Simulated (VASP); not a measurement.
# RbBr in VASP: notebook

The runs below take RbBr through single point, with r2SCAN, PBE.

Program: VASP 6.6.1. These are calculated values, not measurements. Logs are shortened: lines on timing, memory, paths and dates and some standing lists are left out, and cuts for length are marked.

**1. The cell of the first run**

Symmetry: Fm-3m, No. 225, cubic system. The conventional cell has a = 7.017 Å, b = 7.017 Å, c = 7.017 Å, α = 90.00°, β = 90.00°, γ = 90.00°. Within 4.6 Å of Rb (site symmetry m-3m) lie 6 Br at 3.51 Å. Br (site symmetry m-3m) has 6 Rb at 3.51 Å within 4.6 Å.

**2. Single point, r2SCAN**

The input, POSCAR:

```
RbBr
1.0
    0.0000000000      3.5083429181      3.5083429181
    3.5083429181      0.0000000000      3.5083429181
    3.5083429181      3.5083429181      0.0000000000
Rb Br
1 1
Direct
    0.5000000000      0.5000000000      0.5000000000
    0.0000000000      0.0000000000      0.0000000000
```

The input, INCAR.step1:

```
PREC = Accurate
ENCUT = 520
ISMEAR = 0
SIGMA = 0.05
LREAL = False
LASPH = True
NELM = 60
NBANDS = 15
GGA = PE
ALGO = Normal
EDIFF = 1E-4
LWAVE = True
LCHARG = False
```

The input, INCAR.step2:

```
PREC = Accurate
ENCUT = 520
EDIFF = 1E-7
ISMEAR = 0
SIGMA = 0.05
LREAL = False
LASPH = True
NELM = 60
ALGO = Normal
ISIF = 2
LWAVE = False
LCHARG = False
METAGGA = R2SCAN
LMIXTAU = True
NBANDS = 15
ISTART = 1
```

The input, KPOINTS:

```
Automatic mesh
0
Gamma
  8 8 8
```

Potentials or basis: VASP PAW PBE potentials, release 64 (Rb_sv, Br).

Started as:

```bash
$ cat potpaw_PBE.64/Rb_sv/POTCAR potpaw_PBE.64/Br/POTCAR > POTCAR
$ cp INCAR.step1 INCAR
$ mpirun -np 1 vasp_std > vasp.out
$ cp INCAR.step2 INCAR
$ mpirun -np 1 vasp_std > vasp.out
```

OUTCAR:

```text
PREC = Accurate
   ENCUT = 520
   EDIFF = 1E-7
   ISMEAR = 0
   LREAL = False
   LASPH = True
   NELM = 60
   ISIF = 2
   METAGGA = R2SCAN
   ISTART = 1

 ion  position               nearest neighbor table
   1  0.500  0.500  0.500-   2 3.51   2 3.51   2 3.51   2 3.51   2 3.51   2 3.51
   2  0.000  0.000  0.000-   1 3.51   1 3.51   1 3.51   1 3.51   1 3.51   1 3.51

  LATTYP: Found a face centered cubic cell.
 ALAT       =     7.0166858362

  Lattice vectors:

 A1 = (   0.0000000000,   3.5083429181,   3.5083429181)
 A2 = (   3.5083429181,   0.0000000000,   3.5083429181)
 A3 = (   3.5083429181,   3.5083429181,   0.0000000000)

Analysis of symmetry for initial positions (statically):
=====================================================================
 Subroutine PRICEL returns:
 Original cell was already a primitive cell.

 Routine SETGRP: Setting up the symmetry group for a
 face centered cubic supercell.

 Subroutine GETGRP returns: Found 48 space group operations
 (whereof 48 operations were pure point group operations)
 out of a pool of 48 trial point group operations.

The static configuration has the point symmetry O_h .

Analysis of symmetry for dynamics (positions and initial velocities):
=====================================================================
 Subroutine PRICEL returns:
 Original cell was already a primitive cell.

 Routine SETGRP: Setting up the symmetry group for a
 face centered cubic supercell.

 Subroutine GETGRP returns: Found 48 space group operations
 (whereof 48 operations were pure point group operations)
 out of a pool of 48 trial point group operations.

The dynamic configuration has the point symmetry O_h .

 Subroutine INISYM returns: Found 48 space group operations
 (whereof 48 operations are pure point group operations),
 and found     1 'primitive' translations

----------------------------------------------------------------------------------------

                                     Primitive cell

  volume of cell :      86.3647

  direct lattice vectors                    reciprocal lattice vectors
     0.000000000  3.508342918  3.508342918    -0.142517425  0.142517425  0.142517425
     3.508342918  0.000000000  3.508342918     0.142517425 -0.142517425  0.142517425
     3.508342918  3.508342918  0.000000000     0.142517425  0.142517425 -0.142517425

  length of vectors
     4.961546136  4.961546136  4.961546136     0.246847422  0.246847422  0.246847422

  position of ions in fractional coordinates (direct lattice)
     0.500000000  0.500000000  0.500000000
     0.000000000  0.000000000  0.000000000

  ion indices of the primitive-cell ions
   primitive index   ion index
                 1           1
                 2           2

----------------------------------------------------------------------------------------

 KPOINTS: Automatic mesh

Automatic generation of k-mesh.
 Grid dimensions read from file:
 generate k-points for:    8    8    8

 Generating k-lattice:

  Cartesian coordinates                     Fractional coordinates (reciprocal lattice)
    -0.017814678  0.017814678  0.017814678     0.125000000  0.000000000  0.000000000
     0.017814678 -0.017814678  0.017814678     0.000000000  0.125000000  0.000000000
     0.017814678  0.017814678 -0.017814678     0.000000000  0.000000000  0.125000000

  Length of vectors
     0.030855928  0.030855928  0.030855928

  Shift w.r.t. Gamma in fractional coordinates (k-lattice)
     0.000000000  0.000000000  0.000000000

 Subroutine IBZKPT returns following result:
 ===========================================

 Found     29 irreducible k-points:

 Following reciprocal coordinates:
            Coordinates               Weight
  0.000000  0.000000  0.000000      1.000000
  0.125000  0.000000  0.000000      8.000000
  0.250000  0.000000  0.000000      8.000000
  0.375000  0.000000  0.000000      8.000000
  0.500000  0.000000  0.000000      4.000000
  0.125000  0.125000  0.000000      6.000000
[... 16 lines left out ...]
  0.500000  0.250000  0.125000     48.000000
 -0.375000  0.250000  0.125000     24.000000
 [... further k-points ...]
   k-points           NKPTS =     29   k-points in BZ     NKDIM =     29   number of bands    NBANDS=     15
   number of dos      NEDOS =    301   number of ions     NIONS =      2
   total plane-waves  NPLWV =  64000
   dimension x,y,z NGX =    40 NGY =   40 NGZ =   40
   dimension x,y,z NGXF=    80 NGYF=   80 NGZF=   80
   ions per type =               1   1
   NGX,Y,Z   is equivalent  to a cutoff of  13.40, 13.40, 13.40 a.u.
   NGXF,Y,Z  is equivalent  to a cutoff of  26.81, 26.81, 26.81 a.u.
 SYSTEM =  unknown system
   PREC   = accura    normal or accurate (medium, high low for compatibility)
   ISTART =      1    job   : 0-new  1-cont  2-samecut
   ICHARG =      0    charge: 1-file 2-atom 10-const
   ISPIN  =      1    spin polarized calculation?
   LNONCOLLINEAR =      F non collinear calculations
   LSORBIT =      F    spin-orbit coupling
   LASPH  =      T    aspherical Exc in radial PAW
   ENCUT  =  520.0 eV  38.22 Ry    6.18 a.u.   9.23  9.23  9.23*2*pi/ulx,y,z
   NELM   =     60;   NELMIN=  2; NELMDL=  0     # of ELM steps
   EDIFF  = 0.1E-06   stopping-criterion for ELM
   LREAL  =      F    real-space projection
   EDIFFG = 0.1E-05   stopping-criterion for IOM
   NSW    =      0    number of steps for IOM
   IBRION =     -1    ionic relax: 0-MD 1-quasi-New 2-CG
   NFREE  =      0    steps in history (QN), initial steepest desc. (CG)
   ISIF   =      2    stress and relaxation
   ISYM   =      2    0-nonsym 1-usesym 2-fastsym
   POTIM  = 0.5000    time-step for ionic-motion
   TEBEG  =    0.0;   TEEND  =   0.0 temperature during run
   PSTRESS=    0.0 pullay stress
   NELECT =      16.0000    total number of electrons
   NUPDOWN=      -1.0000    fix difference up-down
   EMIN   =  10.00;   EMAX   =-10.00  energy-range for DOS
   EFERMI =   0.00;   METHOD = LEGACY
   ISMEAR =     0;   SIGMA  =   0.05  broadening in eV -4-tet -1-fermi 0-gaus
   EFERMI_NEDOS =   21; number of points for ismear=-14 and -15
   IALGO  =     38    algorithm
   IMIX   =      4    mixing-type and parameters
     AMIX     =   0.40;   BMIX     =  1.00
     AMIX_MAG =   1.60;   BMIX_MAG =  1.00
  volume/ion in A,a.u.               =      43.18       291.41
  Fermi-wavevector in a.u.,A,eV,Ry     =   0.933260  1.763606 11.850331  0.870975
  Thomas-Fermi vector in A             =   2.059943
   LORBIT       =      0    0 simple, 1 ext, 2 COOP (PROOUT), +10 PAW based schemes
   METAGGA = R2SCAN    functional components
   LHFCALC =     F    Hartree Fock is set to
   AEXX    =    0.0000 exact exchange contribution
   IVDW    =     0    specifies the selected vdW correction
   LEPSILON=     F    determine dielectric tensor
   LRPA    =     F    only Hartree local field effects (RPA)
 non-spin polarized calculation
 Gauss-broadening in eV      SIGMA  =   0.05
  energy-cutoff  :      520.00
  volume of cell :       86.36
 maximum number of plane-waves:      2346
 NGX is ok and might be reduce to    40
   NGX = 19   NGY = 19   NGZ = 19

 number of electron      15.9999999 magnetization

 Free energy of the ion-electron system (eV)
  ---------------------------------------------------
  ext. energy  EPLUGINS =         0.00000000
  ---------------------------------------------------
  free energy    TOTEN  =       -31.15074740 eV

  energy without entropy =      -31.15074740  energy(sigma->0) =      -31.15074740

 E-fermi :  -2.1410     XC(G=0):  -7.3317

 val. band max:       -2.4078186930   @ k =   0.0000   0.0000   0.0000
 cond. band min:       2.3831295244   @ k =   0.0000   0.0000   0.0000
 fundamental gap:      4.7909482174
 Fermi energy:        -2.1410294029

 k-point     1 :       0.0000    0.0000    0.0000
  band No.  band energies     occupation
      1     -27.7187      2.00000
      2     -14.9542      2.00000
      3     -11.2423      2.00000
      4     -11.2423      2.00000
      5     -11.2423      2.00000
      6      -2.4078      2.00000
      7      -2.4078      2.00000
      8      -2.4078      2.00000
      9       2.3831      0.00000
     10       5.4529      0.00000
     11       5.4529      0.00000
     12       5.4529      0.00000
     13       6.4717      0.00000
     14       6.4717      0.00000
     15       8.7496      0.00000

 k-point     2 :       0.1250    0.0000    0.0000
  band No.  band energies     occupation
      1     -27.7178      2.00000
      2     -14.9583      2.00000
      3     -11.2432      2.00000
      4     -11.2432      2.00000
      5     -11.2371      2.00000
      6      -2.5623      2.00000
      7      -2.4529      2.00000
      8      -2.4529      2.00000
      9       2.7276      0.00000
     10       5.3154      0.00000
     11       5.6337      0.00000
     12       5.6337      0.00000
     13       6.6839      0.00000
     14       6.6839      0.00000
     15       9.3569      0.00000

 k-point     3 :       0.2500    0.0000    0.0000
  band No.  band energies     occupation
      1     -27.7154      2.00000
      2     -14.9680      2.00000
      3     -11.2452      2.00000
      4     -11.2452      2.00000
      5     -11.2246      2.00000
      6      -2.8853      2.00000
      7      -2.5580      2.00000
      8      -2.5580      2.00000
      9       3.5603      0.00000
     10       5.2014      0.00000
     11       6.1548      0.00000
     12       6.1548      0.00000
     13       7.2670      0.00000
     14       7.2670      0.00000
     15      10.3623      0.00000
[... 343 lines left out ...]
 k-point    23 :       0.5000    0.2500    0.1250
  band No.  band energies     occupation
      1     -27.7119      2.00000
      2     -14.9565      2.00000
      3     -11.2930      2.00000
      4     -11.2680      2.00000
      5     -11.2306      2.00000
      6      -3.0572      2.00000
      7      -2.6894      2.00000
      8      -2.6366      2.00000
      9       4.6899      0.00000
     10       4.9855      0.00000
     11       7.0365      0.00000
     12       7.2495      0.00000
     13       7.6585      0.00000
     14       8.2558      0.00000
     15       9.1133      0.00000

 k-point    24 :      -0.3750    0.2500    0.1250
  band No.  band energies     occupation
      1     -27.7112      2.00000
      2     -14.9554      2.00000
      3     -11.2931      2.00000
      4     -11.2824      2.00000
      5     -11.2280      2.00000
      6      -3.0767      2.00000
      7      -2.7198      2.00000
      8      -2.6883      2.00000
      9       4.9165      0.00000
     10       5.3723      0.00000
     11       6.9991      0.00000
     12       7.0945      0.00000
     13       8.0011      0.00000
     14       8.8030      0.00000
     15       9.0635      0.00000

 [... further k-points ...]

------------------------ aborting loop because EDIFF is reached ----------------------------------------

  FORCE on cell =-STRESS in cart. coord.  units (eV):
  Direction    XX          YY          ZZ          XY          YZ          ZX
  --------------------------------------------------------------------------------------
  -------------------------------------------------------------------------------------
  Total       -0.2591647     -0.2591647     -0.2591647     -0.0000000      0.0000000     -0.0000000
  in kB       -4.8078433     -4.8078433     -4.8078433     -0.0000000      0.0000000     -0.0000000
  external PRESSURE =      -4.8078433 kB  Pullay stress =       0.0000000 kB

 VOLUME and BASIS-vectors are now :
 -----------------------------------------------------------------------------
  energy-cutoff  :      520.00
  volume of cell :       86.36
      direct lattice vectors                 reciprocal lattice vectors
     0.000000000  3.508342918  3.508342918    -0.142517425  0.142517425  0.142517425
     3.508342918  0.000000000  3.508342918     0.142517425 -0.142517425  0.142517425
     3.508342918  3.508342918  0.000000000     0.142517425  0.142517425 -0.142517425

 POSITION                                       TOTAL-FORCE (eV/Angst)
 -----------------------------------------------------------------------------------
      3.50834      3.50834      3.50834         0.000000     -0.000000      0.000000
      0.00000      0.00000      0.00000        -0.000000      0.000000     -0.000000
 -----------------------------------------------------------------------------------
    total drift:                                0.000000     -0.000000      0.000000

  FREE ENERGIE OF THE ION-ELECTRON SYSTEM (eV)
  ---------------------------------------------------
  free  energy   TOTEN  =       -31.1507474015 eV

  energy  without entropy=      -31.1507474015  energy(sigma->0) =      -31.15074740
```

Run time: 2.1 min. Hardware: 1 thread of Intel Xeon Platinum 8488C (Sapphire Rapids), shared host; peak memory 0.27 GiB.

Results:

| Item | Value |
| --- | --- |
| Free energy | -31.1507 eV |
| Pressure | -0.5 GPa |
| Band gap on the k mesh | 4.79 eV, direct |

Levels at points of the mesh, in eV from the valence-band top:
```csv
k point,band 5,band 6,band 7,band 8,band 9,band 10,band 11,band 12
"(0.00, 0.00, 0.00)",-8.83,0.00,0.00,0.00,4.79,7.86,7.86,7.86
"(0.50, 0.00, 0.00)",-8.80,-0.86,-0.29,-0.29,7.11,8.03,10.01,10.01
"(0.50, 0.50, 0.00)",-8.89,-0.46,-0.16,-0.16,6.13,7.68,9.35,9.92
```

Caveat: the PAW data sets were made with another functional, which shifts forces and pressure a little.

(Part 1 of 2 ends here.)
